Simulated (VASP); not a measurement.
Cu, 5 atoms in the cell. The cell holds a slab with vacuum, 5 atoms: a = 2.519 Å, b = 3.562 Å, c = 19.038 Å, α = 90.00°, β = 90.00°, γ = 90.00°. 

```yaml
Program: VASP 6.6.1
Task: single point
Functional: PBE
Dispersion: D3(BJ)
Potentials_or_basis: VASP PAW PBE potentials, release 64 (Cu)
Cutoff: 520 eV
k_mesh: 11 × 8 × 1
Occupations: gaussian, width 0.1 eV
Spin: no spin polarisation
Dipole_correction: yes
Further_INCAR_settings: ALGO = Normal; EDIFF = 1e-07; NBANDS = 36
```

Potentials or basis: VASP PAW PBE potentials, release 64 (Cu).

Launch:

```bash
$ cat potpaw_PBE.64/Cu/POTCAR > POTCAR
$ mpirun -np 1 vasp_std > vasp.out
```

Hardware: 1 thread of Intel Xeon 8259CL, on a shared host.

Q: How long does it take, and how much memory?

A: It took 9.1 min on 1 thread of Intel Xeon 8259CL, with other jobs on the host, peak memory 0.35 GiB. Counts: scf iterations 27, k points 30.
